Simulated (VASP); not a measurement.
# AgCl (Fm-3m) in VASP: further runs

AgCl is run at these levels: r2SCAN; tasks: single point.

Program: VASP 6.6.1. These are calculated values, not measurements. Logs are shortened: lines on timing, memory, paths and dates and some standing lists are left out, and cuts for length are marked.

## (1) The cell of the first run

It takes space group Fm-3m (No. 225, cubic). The conventional cell has a = 5.215 Å, b = 5.215 Å, c = 5.215 Å, α = 90.00°, β = 90.00°, γ = 90.00°. Within 3.4 Å of Ag (site symmetry m-3m) lie 6 Cl at 2.61 Å. Cl (site symmetry m-3m) has 6 Ag at 2.61 Å within 3.4 Å.

## (2) Single point, r2SCAN

Contents of POSCAR:

```
AgCl
1.0
    2.6074107919      2.6074107919      0.0000000000
   -2.6074107919      2.6074107919      0.0000000000
    0.0000000000      2.6074107919      2.6074107919
Ag Cl
1 1
Direct
    0.0000000000      0.0000000000      0.0000000000
    0.5000000000      0.5000000000      0.0000000000
```

Contents of INCAR.step1:

```
ALGO     = Normal         # electronic algorithm
EDIFF    = 1E-4           # SCF threshold, eV
ENCUT    = 520            # plane-wave cutoff, eV
GGA      = PE             # functional
ISMEAR   = 0              # smearing method
LASPH    = T              # aspherical terms in the spheres
LCHARG   = F              # write CHGCAR
LREAL    = F              # projectors in reciprocal space
LWAVE    = T              # write WAVECAR
NBANDS   = 16             # bands
NELM     = 60             # most SCF steps
PREC     = Accurate       # precision mode
SIGMA    = 0.01           # smearing width, eV
```

Contents of INCAR.step2:

```
ALGO     = Normal         # electronic algorithm
EDIFF    = 1E-7           # SCF threshold, eV
ENCUT    = 520            # plane-wave cutoff, eV
ISIF     = 2              # what is computed and relaxed
ISMEAR   = 0              # smearing method
ISTART   = 1            
LASPH    = T              # aspherical terms in the spheres
LCHARG   = F              # write CHGCAR
LMIXTAU  = T            
LREAL    = F              # projectors in reciprocal space
LWAVE    = F              # write WAVECAR
METAGGA  = R2SCAN         # meta-GGA
NBANDS   = 16             # bands
NELM     = 60             # most SCF steps
PREC     = Accurate       # precision mode
SIGMA    = 0.01           # smearing width, eV
```

Contents of KPOINTS:

```
k-points
0
Gamma
  8 8 8
```

Potentials or basis: VASP PAW PBE potentials, release 64 (Ag, Cl).

Started as:

```sh
$ cat potpaw_PBE.64/Ag/POTCAR potpaw_PBE.64/Cl/POTCAR > POTCAR
$ cp INCAR.step1 INCAR
$ mpirun -np 1 vasp_std > vasp.out
$ cp INCAR.step2 INCAR
$ mpirun -np 1 vasp_std > vasp.out
```

OUTCAR:

```text
EDIFF = 1E-7
   ENCUT = 520
   ISIF = 2
   ISMEAR = 0
   ISTART = 1
   LASPH = T
   LREAL = F
   METAGGA = R2SCAN
   NELM = 60
   PREC = Accurate

 ion  position               nearest neighbor table
   1  0.000  0.000  0.000-   2 2.61   2 2.61   2 2.61   2 2.61   2 2.61   2 2.61
   2  0.500  0.500  0.000-   1 2.61   1 2.61   1 2.61   1 2.61   1 2.61   1 2.61

  LATTYP: Found a face centered cubic cell.
 ALAT       =     5.2148215838

  Lattice vectors:

 A1 = (   0.0000000000,   2.6074107919,   2.6074107919)
 A2 = (   2.6074107919,   0.0000000000,   2.6074107919)
 A3 = (   2.6074107919,   2.6074107919,   0.0000000000)

Analysis of symmetry for initial positions (statically):
=====================================================================
 Subroutine PRICEL returns:
 Original cell was already a primitive cell.

 Routine SETGRP: Setting up the symmetry group for a
 face centered cubic supercell.

 Subroutine GETGRP returns: Found 48 space group operations
 (whereof 48 operations were pure point group operations)
 out of a pool of 48 trial point group operations.

The static configuration has the point symmetry O_h .

Analysis of symmetry for dynamics (positions and initial velocities):
=====================================================================
 Subroutine PRICEL returns:
 Original cell was already a primitive cell.

 Routine SETGRP: Setting up the symmetry group for a
 face centered cubic supercell.

 Subroutine GETGRP returns: Found 48 space group operations
 (whereof 48 operations were pure point group operations)
 out of a pool of 48 trial point group operations.

The dynamic configuration has the point symmetry O_h .

 Subroutine INISYM returns: Found 48 space group operations
 (whereof 48 operations are pure point group operations),
 and found     1 'primitive' translations

----------------------------------------------------------------------------------------

                                     Primitive cell

  volume of cell :      35.4534

  direct lattice vectors                    reciprocal lattice vectors
     2.607410792  2.607410792  0.000000000     0.191761115  0.191761115 -0.191761115
    -2.607410792  2.607410792  0.000000000    -0.191761115  0.191761115 -0.191761115
     0.000000000  2.607410792  2.607410792     0.000000000  0.000000000  0.383522229

  length of vectors
     3.687435705  3.687435705  3.687435705     0.332139994  0.332139994  0.383522229

  position of ions in fractional coordinates (direct lattice)
[... 74 lines left out ...]
   LNONCOLLINEAR =      F non collinear calculations
   LSORBIT =      F    spin-orbit coupling
   LASPH  =      T    aspherical Exc in radial PAW
   ENCUT  =  520.0 eV  38.22 Ry    6.18 a.u.   6.86  6.86  6.86*2*pi/ulx,y,z
   NELM   =     60;   NELMIN=  2; NELMDL=  0     # of ELM steps
   EDIFF  = 0.1E-06   stopping-criterion for ELM
   LREAL  =      F    real-space projection
   EDIFFG = 0.1E-05   stopping-criterion for IOM
   NSW    =      0    number of steps for IOM
   IBRION =     -1    ionic relax: 0-MD 1-quasi-New 2-CG
   NFREE  =      0    steps in history (QN), initial steepest desc. (CG)
   ISIF   =      2    stress and relaxation
   ISYM   =      2    0-nonsym 1-usesym 2-fastsym
   POTIM  = 0.5000    time-step for ionic-motion
   TEBEG  =    0.0;   TEEND  =   0.0 temperature during run
   PSTRESS=    0.0 pullay stress
   NELECT =      18.0000    total number of electrons
   NUPDOWN=      -1.0000    fix difference up-down
   EMIN   =  10.00;   EMAX   =-10.00  energy-range for DOS
   EFERMI =   0.00;   METHOD = LEGACY
   ISMEAR =     0;   SIGMA  =   0.01  broadening in eV -4-tet -1-fermi 0-gaus
   EFERMI_NEDOS =   21; number of points for ismear=-14 and -15
   IALGO  =     38    algorithm
   IMIX   =      4    mixing-type and parameters
     AMIX     =   0.40;   BMIX     =  1.00
     AMIX_MAG =   1.60;   BMIX_MAG =  1.00
  volume/ion in A,a.u.               =      17.73       119.63
  Fermi-wavevector in a.u.,A,eV,Ry     =   1.306009  2.467999 23.206911  1.705660
  Thomas-Fermi vector in A             =   2.436840
   LORBIT       =      0    0 simple, 1 ext, 2 COOP (PROOUT), +10 PAW based schemes
   METAGGA = R2SCAN    functional components
   LHFCALC =     F    Hartree Fock is set to
   AEXX    =    0.0000 exact exchange contribution
   IVDW    =     0    specifies the selected vdW correction
   LEPSILON=     F    determine dielectric tensor
   LRPA    =     F    only Hartree local field effects (RPA)
 non-spin polarized calculation
 Gauss-broadening in eV      SIGMA  =   0.01
  energy-cutoff  :      520.00
  volume of cell :       35.45
 maximum number of plane-waves:       982
   NGX = 13   NGY = 13   NGZ = 13

 number of electron      18.0000000 magnetization

 Free energy of the ion-electron system (eV)
  ---------------------------------------------------
  ext. energy  EPLUGINS =         0.00000000
  ---------------------------------------------------
  free energy    TOTEN  =       -28.36401600 eV

  energy without entropy =      -28.36401600  energy(sigma->0) =      -28.36401600

 E-fermi :   6.2128     XC(G=0): -11.5733

 val. band max:        6.1683126388   @ k =   0.5000   0.0000   0.0000
 cond. band min:       7.6742104084   @ k =   0.0000   0.0000   0.0000
 fundamental gap:      1.5058977696
 Fermi energy:         6.2128248135

 k-point     1 :       0.0000    0.0000    0.0000
  band No.  band energies     occupation
      1     -11.0898      2.00000
      2       2.8026      2.00000
      3       2.8026      2.00000
      4       2.8027      2.00000
      5       2.8599      2.00000
      6       2.8599      2.00000
[... 433 lines left out ...]
      3       0.5343      2.00000
      4       0.6172      2.00000
      5       3.2806      2.00000
      6       3.3714      2.00000
[... 8 lines left out ...]
     15      20.9670      0.00000
     16      22.5496      0.00000

 [... further k-points ...]
[... 5 lines left out ...]
  --------------------------------------------------------------------------------------
  -------------------------------------------------------------------------------------
  Total        3.3091301      3.3091301      3.3091301      0.0000000      0.0000000     -0.0000000
  in kB      149.5429891    149.5429891    149.5429891      0.0000000      0.0000000     -0.0000000
  external PRESSURE =     149.5429891 kB  Pullay stress =       0.0000000 kB

 VOLUME and BASIS-vectors are now :
 -----------------------------------------------------------------------------
  energy-cutoff  :      520.00
  volume of cell :       35.45
      direct lattice vectors                 reciprocal lattice vectors
     2.607410792  2.607410792  0.000000000     0.191761115  0.191761115 -0.191761115
    -2.607410792  2.607410792  0.000000000    -0.191761115  0.191761115 -0.191761115
     0.000000000  2.607410792  2.607410792     0.000000000  0.000000000  0.383522229

 POSITION                                       TOTAL-FORCE (eV/Angst)
 -----------------------------------------------------------------------------------
      0.00000      0.00000      0.00000         0.000000     -0.000000      0.000000
      0.00000      2.60741      0.00000        -0.000000      0.000000      0.000000
 -----------------------------------------------------------------------------------
    total drift:                               -0.000000      0.000000     -0.000000

  FREE ENERGIE OF THE ION-ELECTRON SYSTEM (eV)
  ---------------------------------------------------
  free  energy   TOTEN  =       -28.3640159984 eV

  energy  without entropy=      -28.3640159984  energy(sigma->0) =      -28.36401600
```

OUTCAR.step1:

```text
EDIFF = 1E-4
   ENCUT = 520
   GGA = PE
   ISMEAR = 0
   LASPH = T
[... 676 lines left out ...]
 -----------------------------------------------------------------------------------
      0.00000      0.00000      0.00000         0.000000     -0.000000      0.000000
      0.00000      2.60741      0.00000        -0.000000      0.000000      0.000000
 -----------------------------------------------------------------------------------
    total drift:                               -0.000000      0.000000     -0.000000

  FREE ENERGIE OF THE ION-ELECTRON SYSTEM (eV)
  ---------------------------------------------------
  free  energy   TOTEN  =        -5.0492562860 eV

  energy  without entropy=       -5.0492562860  energy(sigma->0) =       -5.04925629
```

Run time: 65 s. Hardware: 1 thread of Intel Xeon Platinum 8488C (Sapphire Rapids), shared host; peak memory 0.17 GiB.

What came out:

* Free energy: -28.3640 eV
* Pressure: 15.0 GPa
* Band gap on the k mesh: 1.51 eV (least direct gap 4.15 eV)

Levels at points of the mesh, in eV from the valence-band top:
| k point | band 7 | band 8 | band 9 | band 10 | band 11 | band 12 |
| --- | --- | --- | --- | --- | --- | --- |
| (0.00, 0.00, 0.00) | -3.31 | -3.31 | -3.31 | 1.51 | 11.25 | 11.25 |
| (0.50, 0.00, 0.00) | -2.35 | 0.00 | 0.00 | 4.15 | 7.83 | 7.83 |
| (0.50, 0.50, 0.00) | -2.62 | -2.62 | -2.32 | 2.55 | 8.10 | 9.97 |

Caveat: the cell stands under pressure; the PAW data sets were made with another functional, which shifts forces and pressure a little. A k mesh can miss the band edges.

## (3) Single point, r2SCAN

POSCAR is that of step 2.

Contents of INCAR.step1:

```
SYSTEM = AgCl
PREC = Accurate
ENCUT = 520
ISMEAR = 0
SIGMA = 0.01
LREAL = .FALSE.
LASPH = .TRUE.
NELM = 100
NBANDS = 16
GGA = PE
ALGO = Normal
EDIFF = 1E-4
LWAVE = .TRUE.
LCHARG = .FALSE.
```

Contents of INCAR.step2:

```
SYSTEM = AgCl
PREC = Accurate
ENCUT = 520
EDIFF = 1E-7
ISMEAR = 0
SIGMA = 0.01
LREAL = .FALSE.
LASPH = .TRUE.
NELM = 100
ALGO = Normal
ISIF = 2
LWAVE = .FALSE.
LCHARG = .FALSE.
METAGGA = R2SCAN
LMIXTAU = .TRUE.
NBANDS = 16
ISTART = 1
```

Contents of KPOINTS:

```
regular mesh
0
G
  8 8 8
  0 0 0
```

Potentials or basis: VASP PAW PBE potentials, release 64 (Ag, Cl).

Started as:

```sh
$ cat potpaw_PBE.64/Ag/POTCAR potpaw_PBE.64/Cl/POTCAR > POTCAR
$ cp INCAR.step1 INCAR
$ mpirun -np 1 vasp_std > vasp.out
$ cp INCAR.step2 INCAR
$ mpirun -np 1 vasp_std > vasp.out
```

Wall time 61 s (1 thread of Intel Xeon Platinum 8488C (Sapphire Rapids), shared host); peak memory 0.17 GiB.

Results (log left out):

```
Free energy            : -28.3640 eV
Pressure               : 15.0 GPa
Band gap on the k mesh : 1.51 eV (least direct gap 4.15 eV)
```

Levels at points of the mesh, in eV from the valence-band top:
```csv
k point,band 7,band 8,band 9,band 10,band 11,band 12
"(0.00, 0.00, 0.00)",-3.31,-3.31,-3.31,1.51,11.25,11.25
"(0.50, 0.00, 0.00)",-2.35,0.00,0.00,4.15,7.83,7.83
"(0.50, 0.50, 0.00)",-2.62,-2.62,-2.32,2.55,8.10,9.97
```

Caveat: the cell stands under pressure; the PAW data sets were made with another functional, which shifts forces and pressure a little.

[end of part 1 of 2]
